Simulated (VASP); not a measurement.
# C31N (a cell with a defect) in VASP: relaxation of the atoms with PBE

Aim: the relaxation of the atoms of C31N (a cell with a defect) with PBE.

Program: VASP 6.6.1. These are calculated values, not measurements. Logs are shortened: lines on timing, memory, paths and dates and some standing lists are left out, and cuts for length are marked.

### Step 1. The cell of the first run

The cell holds a defect, 32 atoms: a = 6.183 Å, b = 6.183 Å, c = 6.183 Å, α = 109.47°, β = 109.47°, γ = 109.47°.

### Step 2. Relaxation of the atoms, PBE

Contents of INCAR:

```
SYSTEM = C31N
  PREC = Accurate
  ENCUT = 520
  EDIFF = 1E-7
  ISMEAR = -1
  SIGMA = 0.05
  LREAL = Auto
  LASPH = .True.
  NELM = 120
  ALGO = Normal
  ISIF = 2
  LWAVE = .False.
  LCHARG = .False.
  GGA = PE
  IBRION = 2
  NSW = 80
  EDIFFG = -0.01
  GGA_COMPAT = .False.
  NELMIN = 4
```

Contents of KPOINTS:

```
Automatic mesh
0
Gamma
  2 2 2
  0 0 0
```

Contents of POSCAR:

```
C31N
1.0
   -3.5700000000      3.5700000000      3.5700000000
    3.5700000000     -3.5700000000      3.5700000000
    3.5700000000      3.5700000000     -3.5700000000
C N
31 1
Direct
    0.0016170000      0.0016468000     -0.0009782000
    0.5007853000      0.2488474000      0.2463062000
    0.7524172000      0.5043773000      0.5031844000
    0.2494948000      0.5063491000      0.2470447000
    0.4999511000      0.7483757000      0.4994768000
    0.2511856000      0.2483995000      0.5033026000
    0.5012230000      0.4992254000      0.7517818000
    0.4986692000      0.5004264000      0.0021749000
    0.7557920000      0.7548721000      0.2512721000
   -0.0009873000      0.7532342000      0.2508444000
    0.2505712000     -0.0060494000      0.4989997000
    0.7470795000     -0.0047825000      0.2475875000
    0.0010581000      0.2470502000      0.5035549000
    0.7474122000      0.7444688000      0.5025000000
   -0.0015187000     -0.0044987000      0.7462412000
    0.5018842000      0.0026603000      0.5006641000
    0.7444267000      0.2492470000      0.7473701000
   -0.0053468000      0.2480037000      0.7477405000
    0.2566358000      0.5069493000      0.0023330000
    0.7502810000      0.5010912000      0.7469460000
   -0.0001937000      0.7503911000     -0.0006234000
    0.7514769000      0.2519073000      0.0022109000
   -0.0056080000      0.4959331000      0.2446104000
    0.0006635000      0.5020692000      0.4980609000
    0.2497104000      0.7507645000      0.7489322000
    0.5024327000      0.7511354000      0.7506929000
    0.7571615000      0.0031127000     -0.0057386000
    0.2525863000      0.0077080000      0.7532116000
    0.4994196000      0.2502727000      0.0076203000
    0.2497251000      0.7525568000      0.0027012000
    0.4995227000      0.0005371000      0.2483404000
    0.2490007000      0.2514266000      0.2503071000
```

Potentials or basis: VASP PAW PBE potentials, release 64 (C, N).

On the command line:

```bash
cat potpaw_PBE.64/C/POTCAR potpaw_PBE.64/N/POTCAR > POTCAR
mpirun -np 1 vasp_std > vasp.out
```

OUTCAR:

```text
SYSTEM = C31N
   PREC = Accurate
   ENCUT = 520
   EDIFF = 1E-7
   ISMEAR = -1
   LREAL = Auto
   LASPH = .True.
   NELM = 120
   ISIF = 2
   GGA = PE
   IBRION = 2
   NSW = 80
   EDIFFG = -0.01
   NELMIN = 4

 ion  position               nearest neighbor table
   1  0.002  0.002  0.999-  27 1.51  32 1.54  15 1.54  21 1.55
   2  0.501  0.249  0.246-  29 1.48  31 1.54  32 1.57   3 1.58
   3  0.752  0.504  0.503-  14 1.50  20 1.52  24 1.55   2 1.58
   4  0.249  0.506  0.247-  19 1.53   5 1.54  23 1.55  32 1.58
   5  0.500  0.748  0.499-  14 1.53   4 1.54  26 1.54  16 1.57
   6  0.251  0.248  0.503-  13 1.54   7 1.54  11 1.56  32 1.57
[... 24 lines left out ...]
  31  0.500  0.001  0.248-  30 1.53   2 1.54  12 1.54  16 1.55
  32  0.249  0.251  0.250-   1 1.54   6 1.57   2 1.57   4 1.58

  LATTYP: Found a body centered cubic cell.
 ALAT       =     7.1400000000

  Lattice vectors:

 A1 = (  -3.5700000000,   3.5700000000,   3.5700000000)
 A2 = (   3.5700000000,  -3.5700000000,   3.5700000000)
 A3 = (   3.5700000000,   3.5700000000,  -3.5700000000)

Analysis of symmetry for initial positions (statically):
=====================================================================
 Subroutine PRICEL returns:
 Original cell was already a primitive cell.

 Routine SETGRP: Setting up the symmetry group for a
 body centered cubic supercell.

 Subroutine GETGRP returns: Found  1 space group operations
 (whereof  1 operations were pure point group operations)
 out of a pool of 48 trial point group operations.

The static configuration has the point symmetry C_1 .

Analysis of symmetry for dynamics (positions and initial velocities):
=====================================================================
 Subroutine PRICEL returns:
 Original cell was already a primitive cell.

 Routine SETGRP: Setting up the symmetry group for a
 body centered cubic supercell.

 Subroutine GETGRP returns: Found  1 space group operations
 (whereof  1 operations were pure point group operations)
 out of a pool of 48 trial point group operations.

The dynamic configuration has the point symmetry C_1 .

 Subroutine INISYM returns: Found  1 space group operations
 (whereof  1 operations are pure point group operations),
 and found     1 'primitive' translations

----------------------------------------------------------------------------------------

                                     Primitive cell

  volume of cell :     181.9972

  direct lattice vectors                    reciprocal lattice vectors
    -3.570000000  3.570000000  3.570000000     0.000000000  0.140056022  0.140056022
     3.570000000 -3.570000000  3.570000000     0.140056022  0.000000000  0.140056022
     3.570000000  3.570000000 -3.570000000     0.140056022  0.140056022  0.000000000

  length of vectors
     6.183421383  6.183421383  6.183421383     0.198069126  0.198069126  0.198069126

  position of ions in fractional coordinates (direct lattice)
     0.001617000  0.001646800  0.999021800
     0.500785300  0.248847400  0.246306200
     0.752417200  0.504377300  0.503184400
     0.249494800  0.506349100  0.247044700
     0.499951100  0.748375700  0.499476800
     0.251185600  0.248399500  0.503302600
[... 24 lines left out ...]
     0.499522700  0.000537100  0.248340400
     0.249000700  0.251426600  0.250307100

  ion indices of the primitive-cell ions
   primitive index   ion index
                 1           1
                 2           2
                 3           3
                 4           4
                 5           5
                 6           6
[... 24 lines left out ...]
                31          31
                32          32

----------------------------------------------------------------------------------------

 KPOINTS: Automatic mesh

Automatic generation of k-mesh.
 Grid dimensions read from file:
 generate k-points for:    2    2    2

 Generating k-lattice:

  Cartesian coordinates                     Fractional coordinates (reciprocal lattice)
     0.000000000  0.070028011  0.070028011     0.500000000  0.000000000  0.000000000
     0.070028011  0.000000000  0.070028011     0.000000000  0.500000000  0.000000000
     0.070028011  0.070028011  0.000000000     0.000000000  0.000000000  0.500000000

  Length of vectors
     0.099034563  0.099034563  0.099034563

  Shift w.r.t. Gamma in fractional coordinates (k-lattice)
     0.000000000  0.000000000  0.000000000

 Subroutine IBZKPT returns following result:
 ===========================================

 Found      8 irreducible k-points:

 Following reciprocal coordinates:
            Coordinates               Weight
  0.000000  0.000000  0.000000      1.000000
  0.500000  0.000000  0.000000      1.000000
  0.000000  0.500000  0.000000      1.000000
  0.000000  0.000000  0.500000      1.000000
  0.500000  0.000000  0.500000      1.000000
  0.500000  0.500000  0.000000      1.000000
  0.000000  0.500000  0.500000      1.000000
  0.500000  0.500000  0.500000      1.000000
   k-points           NKPTS =      8   k-points in BZ     NKDIM =      8   number of bands    NBANDS=     81
   number of dos      NEDOS =    301   number of ions     NIONS =     32
   total plane-waves  NPLWV = 110592
   dimension x,y,z NGX =    48 NGY =   48 NGZ =   48
   dimension x,y,z NGXF=    96 NGYF=   96 NGZF=   96
   ions per type =              31   1
   NGX,Y,Z   is equivalent  to a cutoff of  12.91, 12.91, 12.91 a.u.
   NGXF,Y,Z  is equivalent  to a cutoff of  25.81, 25.81, 25.81 a.u.
 SYSTEM =  C31N
   PREC   = accura    normal or accurate (medium, high low for compatibility)
   ISTART =      0    job   : 0-new  1-cont  2-samecut
   ICHARG =      2    charge: 1-file 2-atom 10-const
   ISPIN  =      1    spin polarized calculation?
   LNONCOLLINEAR =      F non collinear calculations
   LSORBIT =      F    spin-orbit coupling
   LASPH  =      T    aspherical Exc in radial PAW
   ENCUT  =  520.0 eV  38.22 Ry    6.18 a.u.  11.50 11.50 11.50*2*pi/ulx,y,z
   NELM   =    120;   NELMIN=  4; NELMDL= -5     # of ELM steps
   EDIFF  = 0.1E-06   stopping-criterion for ELM
   LREAL  =      T    real-space projection
   EDIFFG = -.1E-01   stopping-criterion for IOM
   NSW    =     80    number of steps for IOM
   IBRION =      2    ionic relax: 0-MD 1-quasi-New 2-CG
   NFREE  =      1    steps in history (QN), initial steepest desc. (CG)
   ISIF   =      2    stress and relaxation
   ISYM   =      2    0-nonsym 1-usesym 2-fastsym
   POTIM  = 0.5000    time-step for ionic-motion
   TEBEG  =    0.0;   TEEND  =   0.0 temperature during run
   PSTRESS=    0.0 pullay stress
   NELECT =     129.0000    total number of electrons
   NUPDOWN=      -1.0000    fix difference up-down
   EMIN   =  10.00;   EMAX   =-10.00  energy-range for DOS
   EFERMI =   0.00;   METHOD = LEGACY
   ISMEAR =    -1;   SIGMA  =   0.05  broadening in eV -4-tet -1-fermi 0-gaus
   EFERMI_NEDOS =   21; number of points for ismear=-14 and -15
   IALGO  =     38    algorithm
   IMIX   =      4    mixing-type and parameters
     AMIX     =   0.40;   BMIX     =  1.00
     AMIX_MAG =   1.60;   BMIX_MAG =  1.00
  volume/ion in A,a.u.               =       5.69        38.38
  Fermi-wavevector in a.u.,A,eV,Ry     =   1.459654  2.758346 28.988425  2.130589
  Thomas-Fermi vector in A             =   2.576196
   LORBIT       =      0    0 simple, 1 ext, 2 COOP (PROOUT), +10 PAW based schemes
   GGA     = PE    functional components
   LHFCALC =     F    Hartree Fock is set to
   AEXX    =    0.0000 exact exchange contribution
   IVDW    =     0    specifies the selected vdW correction
   LEPSILON=     F    determine dielectric tensor
   LRPA    =     F    only Hartree local field effects (RPA)
 conjugate gradient relaxation of ions
 non-spin polarized calculation
  energy-cutoff  :      520.00
  volume of cell :      182.00
 maximum number of plane-waves:      4921
 NGX is ok and might be reduce to    48
   NGX = 23   NGY = 23   NGZ = 23

--------------------------------------- Ionic step        1  -------------------------------------------

 number of electron     129.0000007 magnetization

 Free energy of the ion-electron system (eV)
  ---------------------------------------------------
  ext. energy  EPLUGINS =         0.00000000
  ---------------------------------------------------
  free energy    TOTEN  =      -285.20706082 eV

  energy without entropy =     -285.18518845  energy(sigma->0) =     -285.19612463

------------------------ aborting loop because EDIFF is reached ----------------------------------------

  FORCE on cell =-STRESS in cart. coord.  units (eV):
  Direction    XX          YY          ZZ          XY          YZ          ZX
  --------------------------------------------------------------------------------------
  -------------------------------------------------------------------------------------
  Total        3.8491580      3.9365449      3.9714077     -0.1590883     -0.4775899     -0.6135995
  in kB       33.8853268     34.6546212     34.9615291     -1.4005038     -4.2043717     -5.4017059
  external PRESSURE =      34.5004924 kB  Pullay stress =       0.0000000 kB
[... 179 lines left out ...]
  FREE ENERGIE OF THE ION-ELECTRON SYSTEM (eV)
  ---------------------------------------------------
  free  energy   TOTEN  =      -285.7193129155 eV

  energy  without entropy=     -285.6955725179  energy(sigma->0) =     -285.70744272

[... ionic steps 4 to 37 ...]

--------------------------------------- Ionic step       38  -------------------------------------------

 number of electron     129.0000026 magnetization

------------------------ aborting loop because EDIFF is reached ----------------------------------------
[... 127 lines left out ...]
--------------------------------------- Ionic step       40  -------------------------------------------

 number of electron     129.0000026 magnetization

 Free energy of the ion-electron system (eV)
  ---------------------------------------------------
  ext. energy  EPLUGINS =         0.00000000
  ---------------------------------------------------
  free energy    TOTEN  =      -285.77292010 eV

  energy without entropy =     -285.76437002  energy(sigma->0) =     -285.76864506

 E-fermi :  13.9071     XC(G=0): -13.2561

 val. band max:       13.7463699730   @ k =   0.5000   0.5000   0.5000
 cond. band min:      14.0771617864   @ k =   0.5000   0.5000   0.5000
 fundamental gap:      0.3307918133
 Fermi energy:        13.9070838387

 k-point     1 :       0.0000    0.0000    0.0000
  band No.  band energies     occupation
      1     -12.1238      2.00000
      2      -9.4678      2.00000
      3      -7.5133      2.00000
      4      -7.5126      2.00000
      5      -7.5073      2.00000
      6      -7.3167      2.00000
[... 621 lines left out ...]
     75      18.0821      0.00000
     76      18.0847      0.00000
 [bands above 76 left out]

------------------------ aborting loop because EDIFF is reached ----------------------------------------

  FORCE on cell =-STRESS in cart. coord.  units (eV):
  Direction    XX          YY          ZZ          XY          YZ          ZX
  --------------------------------------------------------------------------------------
  -------------------------------------------------------------------------------------
  Total        3.2342118      3.2537544      3.3300866      0.4845461     -0.5857874      0.5491560
  in kB       28.4717652     28.6438050     29.3157809      4.2656093     -5.1568676      4.8343899
  external PRESSURE =      28.8104504 kB  Pullay stress =       0.0000000 kB
[... 47 lines left out ...]
  FREE ENERGIE OF THE ION-ELECTRON SYSTEM (eV)
  ---------------------------------------------------
  free  energy   TOTEN  =      -285.7729201000 eV

  energy  without entropy=     -285.7643700209  energy(sigma->0) =     -285.76864506

 reached required accuracy - stopping structural energy minimisation
```

Run time: 71 min. Hardware: 1 thread of Intel Xeon Platinum 8259CL at 2.50GHz (Skylake/Cascade Lake), shared host; peak memory 0.36 GiB.

Results:

```
Free energy                  : -285.7729 eV
Energy gained by relaxing    : 17.7 meV/atom
Ionic steps                  : 40
Pressure after relaxing      : 2.9 GPa
Largest force after relaxing : 0.007 eV/Å
Band gap on the k mesh       : zero (an odd number of electrons rules out a gap without spin polarisation)
```

Forces in eV/Å, atoms in the order of the input:
```
C    0.000 -0.004  0.001
C   -0.002  0.005  0.001
C    0.000  0.006  0.002
C   -0.002 -0.004 -0.001
C   -0.005  0.003 -0.002
C    0.003  0.000  0.002
C    0.002  0.001 -0.001
C    0.004  0.000  0.000
C   -0.002 -0.002 -0.003
C    0.000  0.000  0.002
C    0.001  0.003  0.000
C   -0.001 -0.001 -0.001
C    0.000  0.002 -0.001
C    0.000  0.002  0.000
C    0.002  0.000  0.002
C    0.002  0.001  0.003
C   -0.001 -0.003 -0.003
C   -0.001 -0.002  0.002
C    0.001 -0.004  0.001
C    0.004  0.000  0.000
C    0.000  0.001 -0.001
C    0.000 -0.005 -0.001
C    0.003 -0.003 -0.002
C    0.001  0.003  0.004
C   -0.004 -0.002 -0.001
C   -0.004  0.001  0.000
C    0.001 -0.003 -0.004
C   -0.001  0.003  0.001
C   -0.001  0.001 -0.002
C   -0.003 -0.002  0.002
C   -0.004  0.001 -0.002
N    0.004  0.002  0.003
```

Stress tensor (GPa, compression positive):
```
 2.85  0.43  0.48
 0.43  2.86 -0.52
 0.48 -0.52  2.93
```

The path:
```tsv
step	energy change (eV)	largest force (eV/Å)	pressure (GPa)
1	0.0000	2.3388	3.45
2	0.6336	3.2165	5.28
3	-0.5123	0.5447	2.91
4	-0.5391	0.4791	2.92
5	-0.5534	0.2872	2.82
6	-0.5584	0.2063	2.84
7	-0.5607	0.1542	2.81
8	-0.5626	0.0605	2.84
9	-0.5626	0.0666	2.85
10	-0.5633	0.0551	2.89
11	-0.5634	0.0491	2.88
12	-0.5636	0.0252	2.90
13	-0.5636	0.0245	2.90
14	-0.5637	0.0146	2.92
15	-0.5637	0.0142	2.91
16	-0.5638	0.0150	2.92
17	-0.5638	0.0155	2.92
18	-0.5638	0.0184	2.92
19	-0.5638	0.0224	2.93
20	-0.5638	0.0244	2.93
21	-0.5639	0.0295	2.93
22	-0.5640	0.0432	2.94
23	-0.5640	0.0851	2.95
24	-0.5640	0.0560	2.94
25	-0.5640	0.0584	2.94
26	-0.5641	0.0671	2.95
27	-0.5641	0.0915	2.96
28	-0.5642	0.0810	2.95
29	-0.5642	0.0772	2.95
30	-0.5644	0.0664	2.94
31	-0.5647	0.0574	2.93
32	-0.5647	0.0639	2.93
33	-0.5649	0.0599	2.92
34	-0.5652	0.0510	2.91
35	-0.5654	0.0470	2.89
36	-0.5654	0.0418	2.90
37	-0.5656	0.0303	2.89
38	-0.5658	0.0220	2.88
39	-0.5658	0.0230	2.88
40	-0.5659	0.0066	2.88
```

Final structure:
```yaml
crystal:
  lattice:
    - [-3.57000, 3.57000, 3.57000]
    - [3.57000, -3.57000, 3.57000]
    - [3.57000, 3.57000, -3.57000]
  atoms:
    - { symbol: C, position: [0.99294, 0.99250, 0.99196] }
    - { symbol: C, position: [0.50241, 0.25047, 0.24990] }
    - { symbol: C, position: [0.74942, 0.50104, 0.50043] }
    - { symbol: C, position: [0.25096, 0.50885, 0.24998] }
    - { symbol: C, position: [0.50033, 0.75027, 0.49993] }
    - { symbol: C, position: [0.25090, 0.25049, 0.50805] }
    - { symbol: C, position: [0.50032, 0.50053, 0.74956] }
    - { symbol: C, position: [0.49999, 0.50024, 0.00052] }
    - { symbol: C, position: [0.75017, 0.75125, 0.24997] }
    - { symbol: C, position: [0.00066, 0.75115, 0.24996] }
    - { symbol: C, position: [0.25034, 0.00057, 0.49963] }
    - { symbol: C, position: [0.75101, 0.00036, 0.24998] }
    - { symbol: C, position: [0.00074, 0.25056, 0.49975] }
    - { symbol: C, position: [0.74937, 0.74968, 0.49936] }
    - { symbol: C, position: [0.00070, 0.00089, 0.75032] }
    - { symbol: C, position: [0.49997, 0.00112, 0.49968] }
    - { symbol: C, position: [0.75021, 0.25062, 0.75072] }
    - { symbol: C, position: [0.00072, 0.25059, 0.75064] }
    - { symbol: C, position: [0.25042, 0.50027, 0.00002] }
    - { symbol: C, position: [0.74940, 0.49999, 0.74907] }
    - { symbol: C, position: [0.00069, 0.75089, 0.00027] }
    - { symbol: C, position: [0.75105, 0.25057, 0.99979] }
    - { symbol: C, position: [0.00079, 0.50036, 0.24997] }
    - { symbol: C, position: [0.00117, 0.50074, 0.50015] }
    - { symbol: C, position: [0.24944, 0.74987, 0.74924] }
    - { symbol: C, position: [0.50006, 0.74996, 0.74932] }
    - { symbol: C, position: [0.75102, 0.00080, 0.00022] }
    - { symbol: C, position: [0.25024, 0.00086, 0.75080] }
    - { symbol: C, position: [0.49897, 0.25054, 0.99942] }
    - { symbol: C, position: [0.25027, 0.75139, 0.00027] }
    - { symbol: C, position: [0.49896, 0.00000, 0.24997] }
    - { symbol: N, position: [0.25488, 0.25029, 0.24983] }
```

Caveat: the k points lie up to 0.62 Å⁻¹ apart, too coarse for converged energies and pressures of a metal; an odd number of electrons without spin polarisation forces a metal; a magnetic or distorted state may lie lower.

The gap in the log of VASP goes by the Fermi energy; the results here count the filled bands.